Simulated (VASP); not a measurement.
# W (Fm-3m) in VASP: further runs

The runs below take W through single point, relaxation of cell and atoms, with PBEsol.

Program: VASP 6.6.1. These are calculated values, not measurements. Logs are shortened: lines on timing, memory, paths and dates and some standing lists are left out, and cuts for length are marked.

### Step 1. The cell of the first run

The structure is cubic, space group Fm-3m (No. 225). The conventional cell has a = 3.998 Å, b = 3.998 Å, c = 3.998 Å, α = 90.00°, β = 90.00°, γ = 90.00°. Within 3.7 Å of W (site symmetry m-3m) lie 12 W at 2.83 Å.

### Step 2. Single point, PBEsol

Input file INCAR:

```
ALGO = Fast
EDIFF = 1E-7
ENCUT = 520
GGA = PS
ISIF = 2
ISMEAR = 0
LASPH = T
LCHARG = F
LREAL = F
LWAVE = F
NBANDS = 13
NELM = 60
PREC = Accurate
SIGMA = 0.1
```

Input file KPOINTS:

```
k-points
0
Gamma
  18 18 18
```

Input file POSCAR:

```
W
1.0
    0.0000000000      1.9991269216      1.9991269216
    1.9991269216      0.0000000000      1.9991269216
    1.9991269216      1.9991269216      0.0000000000
W
1
Direct
    0.0000000000      0.0000000000      0.0000000000
```

Potentials or basis: VASP PAW PBE potentials, release 64 (W_sv).

The run is started by

```bash
cat potpaw_PBE.64/W_sv/POTCAR > POTCAR
mpirun -np 1 vasp_std > vasp.out
```

OUTCAR:

```text
EDIFF = 1E-7
   ENCUT = 520
   GGA = PS
   ISIF = 2
   ISMEAR = 0
   LASPH = T
   LREAL = F
   NELM = 60
   PREC = Accurate

 ion  position               nearest neighbor table
   1  0.000  0.000  0.000-

  LATTYP: Found a face centered cubic cell.
 ALAT       =     3.9982538432

  Lattice vectors:

 A1 = (   0.0000000000,   1.9991269216,   1.9991269216)
 A2 = (   1.9991269216,   0.0000000000,   1.9991269216)
 A3 = (   1.9991269216,   1.9991269216,   0.0000000000)

Analysis of symmetry for initial positions (statically):
=====================================================================
 Subroutine PRICEL returns:
 Original cell was already a primitive cell.

 Routine SETGRP: Setting up the symmetry group for a
 face centered cubic supercell.

 Subroutine GETGRP returns: Found 48 space group operations
 (whereof 48 operations were pure point group operations)
 out of a pool of 48 trial point group operations.

The static configuration has the point symmetry O_h .

Analysis of symmetry for dynamics (positions and initial velocities):
=====================================================================
 Subroutine PRICEL returns:
 Original cell was already a primitive cell.

 Routine SETGRP: Setting up the symmetry group for a
 face centered cubic supercell.

 Subroutine GETGRP returns: Found 48 space group operations
 (whereof 48 operations were pure point group operations)
 out of a pool of 48 trial point group operations.

The dynamic configuration has the point symmetry O_h .

 Subroutine INISYM returns: Found 48 space group operations
 (whereof 48 operations are pure point group operations),
 and found     1 'primitive' translations

----------------------------------------------------------------------------------------

                                     Primitive cell

  volume of cell :      15.9791

  direct lattice vectors                    reciprocal lattice vectors
     0.000000000  1.999126922  1.999126922    -0.250109182  0.250109182  0.250109182
     1.999126922  0.000000000  1.999126922     0.250109182 -0.250109182  0.250109182
     1.999126922  1.999126922  0.000000000     0.250109182  0.250109182 -0.250109182

  length of vectors
     2.827192405  2.827192405  2.827192405     0.433201811  0.433201811  0.433201811

  position of ions in fractional coordinates (direct lattice)
     0.000000000  0.000000000  0.000000000

  ion indices of the primitive-cell ions
   primitive index   ion index
                 1           1

----------------------------------------------------------------------------------------

 KPOINTS: k-points

Automatic generation of k-mesh.
 Grid dimensions read from file:
 generate k-points for:   18   18   18

 Generating k-lattice:

  Cartesian coordinates                     Fractional coordinates (reciprocal lattice)
    -0.013894955  0.013894955  0.013894955     0.055555556  0.000000000  0.000000000
     0.013894955 -0.013894955  0.013894955     0.000000000  0.055555556  0.000000000
     0.013894955  0.013894955 -0.013894955     0.000000000  0.000000000  0.055555556

  Length of vectors
     0.024066767  0.024066767  0.024066767

  Shift w.r.t. Gamma in fractional coordinates (k-lattice)
     0.000000000  0.000000000  0.000000000

 Subroutine IBZKPT returns following result:
 ===========================================

 Found    195 irreducible k-points:

 Following reciprocal coordinates:
            Coordinates               Weight
  0.000000  0.000000  0.000000      1.000000
  0.055556  0.000000  0.000000      8.000000
  0.111111  0.000000  0.000000      8.000000
  0.166667  0.000000  0.000000      8.000000
  0.222222  0.000000  0.000000      8.000000
  0.277778  0.000000  0.000000      8.000000
[... 16 lines left out ...]
 -0.277778  0.055556  0.000000     24.000000
 -0.222222  0.055556  0.000000     24.000000
 [... further k-points ...]
   k-points           NKPTS =    195   k-points in BZ     NKDIM =    195   number of bands    NBANDS=     13
   number of dos      NEDOS =    301   number of ions     NIONS =      1
   total plane-waves  NPLWV =  13824
   dimension x,y,z NGX =    24 NGY =   24 NGZ =   24
   dimension x,y,z NGXF=    48 NGYF=   48 NGZF=   48
   ions per type =               1
   NGX,Y,Z   is equivalent  to a cutoff of  14.11, 14.11, 14.11 a.u.
   NGXF,Y,Z  is equivalent  to a cutoff of  28.23, 28.23, 28.23 a.u.
 SYSTEM =  unknown system
   PREC   = accura    normal or accurate (medium, high low for compatibility)
   ISTART =      0    job   : 0-new  1-cont  2-samecut
   ICHARG =      2    charge: 1-file 2-atom 10-const
   ISPIN  =      1    spin polarized calculation?
   LNONCOLLINEAR =      F non collinear calculations
   LSORBIT =      F    spin-orbit coupling
   LASPH  =      T    aspherical Exc in radial PAW
   ENCUT  =  520.0 eV  38.22 Ry    6.18 a.u.   5.26  5.26  5.26*2*pi/ulx,y,z
   NELM   =     60;   NELMIN=  2; NELMDL= -5     # of ELM steps
   EDIFF  = 0.1E-06   stopping-criterion for ELM
   LREAL  =      F    real-space projection
   EDIFFG = 0.1E-05   stopping-criterion for IOM
   NSW    =      0    number of steps for IOM
   IBRION =     -1    ionic relax: 0-MD 1-quasi-New 2-CG
   NFREE  =      0    steps in history (QN), initial steepest desc. (CG)
   ISIF   =      2    stress and relaxation
   ISYM   =      2    0-nonsym 1-usesym 2-fastsym
   POTIM  = 0.5000    time-step for ionic-motion
   TEBEG  =    0.0;   TEEND  =   0.0 temperature during run
   PSTRESS=    0.0 pullay stress
   NELECT =      14.0000    total number of electrons
   NUPDOWN=      -1.0000    fix difference up-down
   EMIN   =  10.00;   EMAX   =-10.00  energy-range for DOS
   EFERMI =   0.00;   METHOD = LEGACY
   ISMEAR =     0;   SIGMA  =   0.10  broadening in eV -4-tet -1-fermi 0-gaus
   EFERMI_NEDOS =   21; number of points for ismear=-14 and -15
   IALGO  =     68    algorithm
   IMIX   =      4    mixing-type and parameters
     AMIX     =   0.40;   BMIX     =  1.00
     AMIX_MAG =   1.60;   BMIX_MAG =  1.00
  volume/ion in A,a.u.               =      15.98       107.83
  Fermi-wavevector in a.u.,A,eV,Ry     =   1.566512  2.960279 33.388164  2.453961
  Thomas-Fermi vector in A             =   2.668829
   LORBIT       =      0    0 simple, 1 ext, 2 COOP (PROOUT), +10 PAW based schemes
   GGA     = PS    functional components
   LHFCALC =     F    Hartree Fock is set to
   AEXX    =    0.0000 exact exchange contribution
   IVDW    =     0    specifies the selected vdW correction
   LEPSILON=     F    determine dielectric tensor
   LRPA    =     F    only Hartree local field effects (RPA)
 non-spin polarized calculation
 RMM-DIIS sequential band-by-band and
 Gauss-broadening in eV      SIGMA  =   0.10
  energy-cutoff  :      520.00
  volume of cell :       15.98
 maximum number of plane-waves:       444
 NGX is ok and might be reduce to    24
   NGX = 11   NGY = 11   NGZ = 11

 number of electron      14.0000000 magnetization

 Free energy of the ion-electron system (eV)
  ---------------------------------------------------
  ext. energy  EPLUGINS =         0.00000000
  ---------------------------------------------------
  free energy    TOTEN  =       -13.31319731 eV

  energy without entropy =      -13.30669648  energy(sigma->0) =      -13.30994690

 E-fermi :  10.6730     XC(G=0): -13.7060

 val. band max:       10.6679635913   @ k =   0.3889   0.1111   0.0000
 cond. band min:      10.6747714125   @ k =  -0.4444   0.3333   0.0000
 fundamental gap:      0.0068078212
 Fermi energy:        10.6729531335

 k-point     1 :       0.0000    0.0000    0.0000
  band No.  band energies     occupation
      1     -62.8934      2.00000
      2     -26.4838      2.00000
      3     -26.4838      2.00000
      4     -26.4838      2.00000
      5       1.5421      2.00000
      6      10.0913      2.00000
      7      10.0913      2.00000
      8      10.0913      2.00000
      9      13.3293      0.00000
     10      13.3293      0.00000
     11      23.5475      0.00000
     12      28.8612      0.00000
     13      28.8612      0.00000

 k-point     2 :       0.0556    0.0000    0.0000
  band No.  band energies     occupation
      1     -62.8898      2.00000
      2     -26.5248      2.00000
      3     -26.4890      2.00000
      4     -26.4890      2.00000
      5       1.6830      2.00000
      6       9.9807      2.00000
      7      10.1577      2.00000
      8      10.1577      2.00000
      9      13.2663      0.00000
     10      13.2663      0.00000
     11      23.8326      0.00000
     12      28.2384      0.00000
     13      29.1264      0.00000

 k-point     3 :       0.1111    0.0000    0.0000
  band No.  band energies     occupation
      1     -62.8795      2.00000
      2     -26.6414      2.00000
      3     -26.5038      2.00000
      4     -26.5038      2.00000
      5       2.0897      2.00000
      6       9.6964      2.00000
      7      10.3309      2.00000
      8      10.3309      2.00000
      9      13.1241      0.00000
     10      13.1241      0.00000
     11      24.5954      0.00000
     12      27.0733      0.00000
     13      29.8946      0.00000
[... 305 lines left out ...]
 k-point    23 :      -0.2778    0.0556    0.0000
  band No.  band energies     occupation
      1     -62.8140      2.00000
      2     -27.3135      2.00000
      3     -26.6366      2.00000
      4     -26.5802      2.00000
      5       4.4604      2.00000
      6       9.1121      2.00000
      7      10.3060      2.00000
      8      10.4784      1.99407
      9      13.4114      0.00000
     10      14.5352      0.00000
     11      23.3515      0.00000
     12      27.6193      0.00000
     13      32.4832      0.00000

 k-point    24 :      -0.2222    0.0556    0.0000
  band No.  band energies     occupation
      1     -62.8346      2.00000
      2     -27.1045      2.00000
      3     -26.6065      2.00000
      4     -26.5503      2.00000
      5       3.8125      2.00000
      6       8.9766      2.00000
      7      10.5121      1.97708
      8      10.6647      1.09267
      9      12.8198      0.00000
     10      13.8954      0.00000
     11      24.2371      0.00000
     12      27.8199      0.00000
     13      32.0818      0.00000

 [... further k-points ...]

------------------------ aborting loop because EDIFF is reached ----------------------------------------

  FORCE on cell =-STRESS in cart. coord.  units (eV):
  Direction    XX          YY          ZZ          XY          YZ          ZX
  --------------------------------------------------------------------------------------
  -------------------------------------------------------------------------------------
  Total        0.0622502      0.0622502      0.0622502      0.0000000      0.0000000      0.0000000
  in kB        6.2416656      6.2416656      6.2416656      0.0000000      0.0000000      0.0000000
  external PRESSURE =       6.2416656 kB  Pullay stress =       0.0000000 kB

 VOLUME and BASIS-vectors are now :
 -----------------------------------------------------------------------------
  energy-cutoff  :      520.00
  volume of cell :       15.98
      direct lattice vectors                 reciprocal lattice vectors
     0.000000000  1.999126922  1.999126922    -0.250109182  0.250109182  0.250109182
     1.999126922  0.000000000  1.999126922     0.250109182 -0.250109182  0.250109182
     1.999126922  1.999126922  0.000000000     0.250109182  0.250109182 -0.250109182

 POSITION                                       TOTAL-FORCE (eV/Angst)
 -----------------------------------------------------------------------------------
      0.00000      0.00000      0.00000        -0.000000      0.000000     -0.000000
 -----------------------------------------------------------------------------------
    total drift:                                0.000000     -0.000000     -0.000000

  FREE ENERGIE OF THE ION-ELECTRON SYSTEM (eV)
  ---------------------------------------------------
  free  energy   TOTEN  =       -13.3131973069 eV

  energy  without entropy=      -13.3066964845  energy(sigma->0) =      -13.30994690
```

It took 18 s on 1 thread of Intel Xeon 6975P-C (Granite Rapids), shared host; peak memory 0.17 GiB.

Results:

| Quantity | Value |
| --- | --- |
| Free energy | -13.3132 eV |
| Pressure | 0.6 GPa |
| Band gap on the k mesh | zero (band 7 reaches 13.91 eV, above the bottom of band 8 at 10.09 eV) |

Caveat: the PAW data sets were made with another functional, which shifts forces and pressure a little; spin-orbit coupling is left out, which moves the levels of the heavy elements.

### Step 3. Relaxation of cell and atoms, PBEsol

Input file INCAR:

```
SYSTEM = W
  PREC = Accurate
  ENCUT = 600
  EDIFF = 1E-6
  ISMEAR = 0
  SIGMA = 0.1
  LREAL = .False.
  LASPH = .True.
  NELM = 80
  ALGO = Fast
  ISIF = 3
  LWAVE = .False.
  LCHARG = .False.
  GGA = PS
  IBRION = 2
  NSW = 100
  EDIFFG = -0.005
```

Input file KPOINTS:

```
Automatic mesh
0
Gamma
  18 18 18
  0 0 0
```

Input file POSCAR:

```
W
1.0
    0.0000000000      2.0002216366      2.0002216366
    2.0002216366      0.0000000000      2.0002216366
    2.0002216366      2.0002216366      0.0000000000
W
1
Direct
    0.0000000000      0.0000000000      0.0000000000
```

Potentials or basis: VASP PAW PBE potentials, release 64 (W_sv).

The run is started by

```bash
cat potpaw_PBE.64/W_sv/POTCAR > POTCAR
mpirun -np 1 vasp_std > vasp.out
```

OUTCAR:

```text
SYSTEM = W
   PREC = Accurate
   ENCUT = 600
   EDIFF = 1E-6
   ISMEAR = 0
   LREAL = .False.
   LASPH = .True.
   NELM = 80
   ISIF = 3
   GGA = PS
   IBRION = 2
   NSW = 100
   EDIFFG = -0.005

 ion  position               nearest neighbor table
   1  0.000  0.000  0.000-

  LATTYP: Found a face centered cubic cell.
 ALAT       =     4.0004432732

  Lattice vectors:

 A1 = (   0.0000000000,   2.0002216366,   2.0002216366)
 A2 = (   2.0002216366,   0.0000000000,   2.0002216366)
 A3 = (   2.0002216366,   2.0002216366,   0.0000000000)

Analysis of symmetry for initial positions (statically):
=====================================================================
 Subroutine PRICEL returns:
[... 258 lines left out ...]
 k-point     1 :       0.0000    0.0000    0.0000
  band No.  band energies     occupation
      1     -62.9303      2.00000
      2     -26.5237      2.00000
      3     -26.5237      2.00000
      4     -26.5237      2.00000
      5       1.5222      2.00000
      6      10.0620      2.00000
      7      10.0620      2.00000
      8      10.0620      2.00000
      9      13.2895      0.00000
     10      13.2895      0.00000
     11      23.5131      0.00000
[... 309 lines left out ...]
 k-point    24 :      -0.2222    0.0556    0.0000
  band No.  band energies     occupation
      1     -62.8720      2.00000
      2     -27.1395      2.00000
      3     -26.6454      2.00000
      4     -26.5897      2.00000
      5       3.7880      2.00000
      6       8.9495      2.00000
      7      10.4818      1.97563
      8      10.6341      1.07803
      9      12.7826      0.00000
     10      13.8543      0.00000
     11      24.1962      0.00000

 [... further k-points ...]

------------------------ aborting loop because EDIFF is reached ----------------------------------------

  FORCE on cell =-STRESS in cart. coord.  units (eV):
  Direction    XX          YY          ZZ          XY          YZ          ZX
  --------------------------------------------------------------------------------------
  -------------------------------------------------------------------------------------
  Total       -0.0031321     -0.0031321     -0.0031321      0.0000000      0.0000000     -0.0000000
  in kB       -0.3133279     -0.3133279     -0.3133279      0.0000000      0.0000000     -0.0000000
  external PRESSURE =      -0.3133279 kB  Pullay stress =       0.0000000 kB
[... 16 lines left out ...]
  FREE ENERGIE OF THE ION-ELECTRON SYSTEM (eV)
  ---------------------------------------------------
  free  energy   TOTEN  =       -13.3132948777 eV

  energy  without entropy=      -13.3067561288  energy(sigma->0) =      -13.31002550

 reached required accuracy - stopping structural energy minimisation
```

CONTCAR:

```text
W
   1.00000000000000
     0.0000000000000000    2.0006477596379044    2.0006477596379044
     2.0006477596379044    0.0000000000000000    2.0006477596379044
     2.0006477596379044    2.0006477596379044    0.0000000000000000
  W
     1
Direct
     0.0000000000000000    0.0000000000000000    0.0000000000000000

  0.00000000E+00  0.00000000E+00  0.00000000E+00
```

It took 26 s on 1 thread of Intel Xeon 6975P-C (Granite Rapids), shared host; peak memory 0.18 GiB.

What came out:

* Free energy: -13.3133 eV
* Relaxed volume: 16.02 Å³/atom
* Relaxed cell: a = 2.829 Å, b = 2.829 Å, c = 2.829 Å, α = 60.00°, β = 60.00°, γ = 60.00°
* Space group after relaxing (to 0.05 Å): Fm-3m (No. 225)
* Energy gained by relaxing: 0.0 meV/atom
* Ionic steps: 3
* Pressure after relaxing: 0.0 GPa
* Band gap on the k mesh: zero (band 7 reaches 13.86 eV, above the bottom of band 8 at 10.06 eV)

Final structure:
```
W
1.0
     0.00000    2.00065    2.00065
     2.00065    0.00000    2.00065
     2.00065    2.00065    0.00000
W
1
Direct
  0.00000 0.00000 0.00000
```

Caveat: the PAW data sets were made with another functional, which shifts forces and pressure a little; spin-orbit coupling is left out, which moves the levels of the heavy elements.
